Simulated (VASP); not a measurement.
# ZnS (P3m1) in VASP: notebook

ZnS is run at these levels: PBE; tasks: electric field gradients.

Program: VASP 6.6.1. These are calculated values, not measurements. Logs are shortened: lines on timing, memory, paths and dates and some standing lists are left out, and cuts for length are marked.

## Step 1: The cell of the first run

Symmetry: P3m1, No. 156, trigonal system. The conventional cell has a = 3.767 Å, b = 3.767 Å, c = 24.916 Å, α = 90.00°, β = 90.00°, γ = 120.00°. Zn (site symmetry 3m) has 4 S at 2.31 to 2.33 Å within 3.1 Å. Within 3.1 Å of Zn (site symmetry 3m) lie 4 S at 2.31 to 2.33 Å. Within 3.1 Å of Zn (site symmetry 3m) lie 4 S at 2.31 to 2.33 Å. Within 3.1 Å of Zn (site symmetry 3m) lie 4 S at 2.31 to 2.33 Å. Zn (site symmetry 3m) has 4 S at 2.31 to 2.33 Å within 3.1 Å. Within 3.1 Å of Zn (site symmetry 3m) lie 4 S at 2.31 to 2.33 Å. Within 3.1 Å of Zn (site symmetry 3m) lie 4 S at 2.31 to 2.33 Å. Zn (site symmetry 3m) has 4 S at 2.31 to 2.33 Å within 3.1 Å.

## Step 2: Electric field gradients, PBE (x and y stretched by -1 %)

File INCAR:

```
SYSTEM = ZnS
ALGO = Normal ; EDIFF = 1E-8
ENCUT = 520 ; GGA = PE
ISIF = 2 ; ISMEAR = -1
LASPH = .True. ; LCHARG = .False.
LEFG = .True. ; LREAL = Auto
LWAVE = .False. ; NBANDS = 86
NELM = 60 ; PREC = Accurate
SIGMA = 0.02
```

File KPOINTS:

```
k-points
0
Gamma
  8 8 2
  0 0 0
```

File POSCAR:

```
ZnS
1.0
    3.7670371866      0.0000000000      0.0000000000
   -1.8835185933      3.2623499006      0.0000000000
    0.0000000000      0.0000000000     24.9159345000
Zn S
8 8
Direct
    0.3333333333      0.6666666667      0.1251184100
    0.0000000000      0.0000000000      0.0001589700
    0.6666666667      0.3333333333      0.6250474700
    0.6666666667      0.3333333333      0.8751387000
    0.0000000000      0.0000000000      0.7500222700
    0.3333333333      0.6666666667      0.5000781600
    0.0000000000      0.0000000000      0.3750879400
    0.6666666667      0.3333333333      0.2501284900
    0.6666666667      0.3333333333      0.3437219900
    0.6666666667      0.3333333333      0.7185811600
    0.3333333333      0.6666666667      0.2187340500
    0.0000000000      0.0000000000      0.8436723900
    0.6666666667      0.3333333333      0.9688127500
    0.0000000000      0.0000000000      0.0937260600
    0.3333333333      0.6666666667      0.5936859800
    0.0000000000      0.0000000000      0.4686862100
```

Potentials or basis: VASP PAW PBE potentials, release 64 (Zn, S).

Command:

```console
$ cat potpaw_PBE.64/Zn/POTCAR potpaw_PBE.64/S/POTCAR > POTCAR
$ mpirun -np 1 vasp_std > vasp.out
```

OUTCAR:

```text
SYSTEM = ZnS
   EDIFF = 1E-8
   ENCUT = 520
   GGA = PE
   ISIF = 2
   ISMEAR = -1
   LASPH = .True.
   LREAL = Auto
   NELM = 60
   PREC = Accurate

 ion  position               nearest neighbor table
   1  0.333  0.667  0.125-  14 2.31  14 2.31  14 2.31  11 2.33
   2  0.000  0.000  0.000-  13 2.31  13 2.31  13 2.31  14 2.33
   3  0.667  0.333  0.625-  15 2.31  15 2.31  15 2.31  10 2.33
   4  0.667  0.333  0.875-  12 2.31  12 2.31  12 2.31  13 2.33
   5  0.000  0.000  0.750-  10 2.31  10 2.31  10 2.31  12 2.33
   6  0.333  0.667  0.500-  16 2.31  16 2.31  16 2.31  15 2.33
[... 8 lines left out ...]
  15  0.333  0.667  0.594-   3 2.31   3 2.31   3 2.31   6 2.33
  16  0.000  0.000  0.469-   6 2.31   6 2.31   6 2.31   7 2.33

  LATTYP: Found a hexagonal cell.
 ALAT       =     3.7670371866
 C/A-ratio  =     6.6141992409

  Lattice vectors:

 A1 = (   3.7670371866,   0.0000000000,   0.0000000000)
 A2 = (  -1.8835185933,   3.2623499006,   0.0000000000)
 A3 = (   0.0000000000,   0.0000000000,  24.9159345000)

Analysis of symmetry for initial positions (statically):
=====================================================================
 Subroutine PRICEL returns:
 Original cell was already a primitive cell.

 Routine SETGRP: Setting up the symmetry group for a
 hexagonal supercell.

 Subroutine GETGRP returns: Found  6 space group operations
 (whereof  6 operations were pure point group operations)
 out of a pool of 24 trial point group operations.

The static configuration has the point symmetry C_3v.

Analysis of symmetry for dynamics (positions and initial velocities):
=====================================================================
 Subroutine PRICEL returns:
 Original cell was already a primitive cell.

 Routine SETGRP: Setting up the symmetry group for a
 hexagonal supercell.

 Subroutine GETGRP returns: Found  6 space group operations
 (whereof  6 operations were pure point group operations)
 out of a pool of 24 trial point group operations.

The dynamic configuration has the point symmetry C_3v.

 Subroutine INISYM returns: Found  6 space group operations
 (whereof  6 operations are pure point group operations),
 and found     1 'primitive' translations

----------------------------------------------------------------------------------------

                                     Primitive cell

  volume of cell :     306.2017

  direct lattice vectors                    reciprocal lattice vectors
     3.767037187  0.000000000  0.000000000     0.265460613  0.153263756  0.000000000
    -1.883518593  3.262349901  0.000000000     0.000000000  0.306527513  0.000000000
     0.000000000  0.000000000 24.915934500     0.000000000  0.000000000  0.040134959

  length of vectors
     3.767037187  3.767037187 24.915934500     0.306527513  0.306527513  0.040134959

  position of ions in fractional coordinates (direct lattice)
     0.333333333  0.666666667  0.125118410
     0.000000000  0.000000000  0.000158970
     0.666666667  0.333333333  0.625047470
     0.666666667  0.333333333  0.875138700
     0.000000000  0.000000000  0.750022270
     0.333333333  0.666666667  0.500078160
[... 8 lines left out ...]
     0.333333333  0.666666667  0.593685980
     0.000000000  0.000000000  0.468686210

  ion indices of the primitive-cell ions
   primitive index   ion index
                 1           1
                 2           2
                 3           3
                 4           4
                 5           5
                 6           6
[... 8 lines left out ...]
                15          15
                16          16

----------------------------------------------------------------------------------------

 KPOINTS: k-points

Automatic generation of k-mesh.
 Grid dimensions read from file:
 generate k-points for:    8    8    2

 Generating k-lattice:

  Cartesian coordinates                     Fractional coordinates (reciprocal lattice)
     0.033182577  0.019157970  0.000000000     0.125000000  0.000000000  0.000000000
     0.000000000  0.038315939  0.000000000     0.000000000  0.125000000  0.000000000
     0.000000000  0.000000000  0.020067479     0.000000000  0.000000000  0.500000000

  Length of vectors
     0.038315939  0.038315939  0.020067479

  Shift w.r.t. Gamma in fractional coordinates (k-lattice)
     0.000000000  0.000000000  0.000000000

 Subroutine IBZKPT returns following result:
 ===========================================

 Found     20 irreducible k-points:

 Following reciprocal coordinates:
            Coordinates               Weight
  0.000000  0.000000  0.000000      1.000000
  0.125000  0.000000  0.000000      6.000000
  0.250000  0.000000  0.000000      6.000000
  0.375000  0.000000  0.000000      6.000000
  0.500000  0.000000  0.000000      3.000000
  0.125000  0.125000  0.000000      6.000000
[... 12 lines left out ...]
  0.250000  0.250000  0.500000      6.000000
  0.375000  0.250000  0.500000      6.000000
   k-points           NKPTS =     20   k-points in BZ     NKDIM =     20   number of bands    NBANDS=     86
   number of dos      NEDOS =    301   number of ions     NIONS =     16
   total plane-waves  NPLWV = 150528
   dimension x,y,z NGX =    28 NGY =   28 NGZ =  192
   dimension x,y,z NGXF=    56 NGYF=   56 NGZF=  384
   ions per type =               8   8
   NGX,Y,Z   is equivalent  to a cutoff of  12.36, 12.36, 12.81 a.u.
   NGXF,Y,Z  is equivalent  to a cutoff of  24.71, 24.71, 25.62 a.u.
 SYSTEM =  ZnS
   PREC   = accura    normal or accurate (medium, high low for compatibility)
   ISTART =      0    job   : 0-new  1-cont  2-samecut
   ICHARG =      2    charge: 1-file 2-atom 10-const
   ISPIN  =      1    spin polarized calculation?
   LNONCOLLINEAR =      F non collinear calculations
   LSORBIT =      F    spin-orbit coupling
   LASPH  =      T    aspherical Exc in radial PAW
   ENCUT  =  520.0 eV  38.22 Ry    6.18 a.u.   7.00  7.00 46.33*2*pi/ulx,y,z
   NELM   =     60;   NELMIN=  2; NELMDL= -5     # of ELM steps
   EDIFF  = 0.1E-07   stopping-criterion for ELM
   LREAL  =      T    real-space projection
   EDIFFG = 0.1E-06   stopping-criterion for IOM
   NSW    =      0    number of steps for IOM
   IBRION =     -1    ionic relax: 0-MD 1-quasi-New 2-CG
   NFREE  =      0    steps in history (QN), initial steepest desc. (CG)
   ISIF   =      2    stress and relaxation
   ISYM   =      2    0-nonsym 1-usesym 2-fastsym
   POTIM  = 0.5000    time-step for ionic-motion
   TEBEG  =    0.0;   TEEND  =   0.0 temperature during run
   PSTRESS=    0.0 pullay stress
   NELECT =     144.0000    total number of electrons
   NUPDOWN=      -1.0000    fix difference up-down
   EMIN   =  10.00;   EMAX   =-10.00  energy-range for DOS
   EFERMI =   0.00;   METHOD = LEGACY
   ISMEAR =    -1;   SIGMA  =   0.02  broadening in eV -4-tet -1-fermi 0-gaus
   EFERMI_NEDOS =   21; number of points for ismear=-14 and -15
   IALGO  =     38    algorithm
   IMIX   =      4    mixing-type and parameters
     AMIX     =   0.40;   BMIX     =  1.00
     AMIX_MAG =   1.60;   BMIX_MAG =  1.00
  volume/ion in A,a.u.               =      19.14       129.15
  Fermi-wavevector in a.u.,A,eV,Ry     =   1.273092  2.405795 22.051822  1.620763
  Thomas-Fermi vector in A             =   2.405934
   LORBIT       =      0    0 simple, 1 ext, 2 COOP (PROOUT), +10 PAW based schemes
   GGA     = PE    functional components
   LHFCALC =     F    Hartree Fock is set to
   AEXX    =    0.0000 exact exchange contribution
   IVDW    =     0    specifies the selected vdW correction
   LEPSILON=     F    determine dielectric tensor
   LRPA    =     F    only Hartree local field effects (RPA)
 non-spin polarized calculation
  energy-cutoff  :      520.00
  volume of cell :      306.20
 maximum number of plane-waves:      8295
 NGX is ok and might be reduce to    28
   NGX = 13   NGY = 13   NGZ = 93

 number of electron     143.9999949 magnetization

 Free energy of the ion-electron system (eV)
  ---------------------------------------------------
  ext. energy  EPLUGINS =         0.00000000
  ---------------------------------------------------
  free energy    TOTEN  =       -54.58284214 eV

  energy without entropy =      -54.58284214  energy(sigma->0) =      -54.58284214

 E-fermi :   2.8280     XC(G=0):  -9.7722

 val. band max:        2.4158726854   @ k =   0.0000   0.0000   0.0000
 cond. band min:       4.6606065514   @ k =   0.0000   0.0000   0.0000
 fundamental gap:      2.2447338659
 Fermi energy:         2.8279792683

 k-point     1 :       0.0000    0.0000    0.0000
  band No.  band energies     occupation
      1     -10.9644      2.00000
      2     -10.8456      2.00000
      3     -10.8421      2.00000
      4     -10.5292      2.00000
      5     -10.5289      2.00000
      6     -10.1724      2.00000
[... 1729 lines left out ...]
     83       8.4732      0.00000
     84       8.5140      0.00000
 [bands above 84 left out]

------------------------ aborting loop because EDIFF is reached ----------------------------------------

  FORCE on cell =-STRESS in cart. coord.  units (eV):
  Direction    XX          YY          ZZ          XY          YZ          ZX
  --------------------------------------------------------------------------------------
  -------------------------------------------------------------------------------------
  Total        9.2276826      9.2276826      6.1344005      0.0000000     -0.0000000      0.0000000
  in kB       48.2831507     48.2831507     32.0977861      0.0000000     -0.0000000      0.0000000
  external PRESSURE =      42.8880292 kB  Pullay stress =       0.0000000 kB

 VOLUME and BASIS-vectors are now :
 -----------------------------------------------------------------------------
  energy-cutoff  :      520.00
  volume of cell :      306.20
      direct lattice vectors                 reciprocal lattice vectors
     3.767037187  0.000000000  0.000000000     0.265460613  0.153263756  0.000000000
    -1.883518593  3.262349901  0.000000000     0.000000000  0.306527513  0.000000000
     0.000000000  0.000000000 24.915934500     0.000000000  0.000000000  0.040134959

 POSITION                                       TOTAL-FORCE (eV/Angst)
 -----------------------------------------------------------------------------------
     -0.00000      2.17490      3.11744        -0.000000      0.000000      0.074953
      0.00000      0.00000      0.00396         0.000000     -0.000000      0.083191
      1.88352      1.08745     15.57364         0.000000      0.000000      0.064524
      1.88352      1.08745     21.80490        -0.000000      0.000000      0.081408
      0.00000      0.00000     18.68751        -0.000000      0.000000      0.068560
     -0.00000      2.17490     12.45991         0.000000      0.000000      0.072438
[... 8 lines left out ...]
     -0.00000      2.17490     14.79224        -0.000000      0.000000     -0.076539
      0.00000      0.00000     11.67775         0.000000      0.000000     -0.071304
 -----------------------------------------------------------------------------------
    total drift:                               -0.000009     -0.000004      0.006975

  FREE ENERGIE OF THE ION-ELECTRON SYSTEM (eV)
  ---------------------------------------------------
  free  energy   TOTEN  =       -54.5828421418 eV

  energy  without entropy=      -54.5828421417  energy(sigma->0) =      -54.58284214

 Electric field gradients (V/A^2)
---------------------------------------------------------------------
 ion       V_xx      V_yy      V_zz      V_xy      V_xz      V_yz
---------------------------------------------------------------------
   1      -2.217    -2.211     4.427     0.005     0.000    -0.000
   2      -2.422    -2.425     4.847    -0.003     0.000    -0.000
   3      -2.125    -2.119     4.244     0.005     0.000    -0.000
   4      -1.968    -1.962     3.929     0.005    -0.000     0.000
   5      -1.760    -1.763     3.522    -0.003     0.000    -0.000
   6      -2.189    -2.183     4.372     0.005     0.000    -0.000
[... 8 lines left out ...]
  15      -1.567    -1.567     3.134    -0.000     0.000    -0.000
  16      -1.585    -1.585     3.170     0.001     0.000    -0.000
---------------------------------------------------------------------

 Electric field gradients after diagonalization (V/A^2)
 (convention: |V_zz| > |V_xx| > |V_yy|)
----------------------------------------------------------------------
 ion       V_xx      V_yy      V_zz     asymmetry (V_yy - V_xx)/ V_zz
----------------------------------------------------------------------
   1      -2.220    -2.208     4.427       0.003
   2      -2.427    -2.420     4.847       0.001
   3      -2.128    -2.116     4.244       0.003
   4      -1.971    -1.959     3.929       0.003
   5      -1.764    -1.758     3.522       0.002
   6      -2.192    -2.180     4.372       0.003
[... 8 lines left out ...]
  15      -1.567    -1.567     3.134       0.000
  16      -1.586    -1.584     3.170       0.001
----------------------------------------------------------------------

           NMR quadrupolar parameters

 Cq : quadrupolar parameter    Cq=e*Q*V_zz/h
 eta: asymmetry parameters     (V_yy - V_xx)/ V_zz
 Q  : nuclear electric quadrupole moment in mb (millibarn)
----------------------------------------------------------------------
 ion       Cq(MHz)       eta       Q (mb)
----------------------------------------------------------------------
   1       0.011       0.003       1.000
   2       0.012       0.001       1.000
   3       0.010       0.003       1.000
   4       0.010       0.003       1.000
   5       0.009       0.002       1.000
   6       0.011       0.003       1.000
[... 8 lines left out ...]
  15       0.008       0.000       1.000
  16       0.008       0.001       1.000
----------------------------------------------------------------------
```

It took 66 min on 1 thread of Oxide Virtual Turin-like, shared host; peak memory 0.54 GiB.

What came out:

- Free energy: -54.5828 eV
- Pressure: 4.3 GPa
- Largest force: 0.083 eV/Å
- Band gap on the k mesh: 2.24 eV
- Largest electric field gradient by atom: Zn +4.4, +4.8, +4.2, +3.9, +3.5, +4.3 (each value once); S +3.1, +3.5, +3.2, +5.0, +4.6 (each value once) V/Å²

Forces in eV/Å, atoms in the order of the input:
```
Zn   0.000  0.000  0.075
Zn   0.000  0.000  0.083
Zn   0.000  0.000  0.065
Zn   0.000  0.000  0.081
Zn   0.000  0.000  0.069
Zn   0.000  0.000  0.072
Zn   0.000  0.000  0.074
Zn   0.000  0.000  0.071
S    0.000  0.000 -0.073
S    0.000  0.000 -0.079
S    0.000  0.000 -0.074
S    0.000  0.000 -0.072
S    0.000  0.000 -0.073
S    0.000  0.000 -0.070
S    0.000  0.000 -0.077
S    0.000  0.000 -0.071
```

Electric field gradients, principal values (V/Å²):
```
atom   least  middle  greatest (by size)
1 Zn  -2.208  -2.220               4.427
2 Zn  -2.420  -2.427               4.847
3 Zn  -2.116  -2.128               4.244
4 Zn  -1.959  -1.971               3.929
5 Zn  -1.758  -1.764               3.522
6 Zn  -2.180  -2.192               4.372
7 Zn  -2.199  -2.205               4.405
8 Zn  -2.152  -2.164               4.316
 9 S  -1.557  -1.557               3.114
10 S  -1.743  -1.744               3.487
11 S  -1.606  -1.607               3.213
12 S  -2.509  -2.511               5.020
13 S  -2.284  -2.285               4.569
14 S  -1.612  -1.613               3.225
15 S  -1.567  -1.567               3.134
16 S  -1.584  -1.586               3.170
```

Caveat: the cell differs from its parent crystal (x and y stretched by -1 %); the cell stands under pressure; without QUAD_EFG the Cq values of the log hold for a quadrupole moment of 1 mb, not for the nuclei. A k mesh can miss the band edges.

(Part 1 of 2 ends here.)
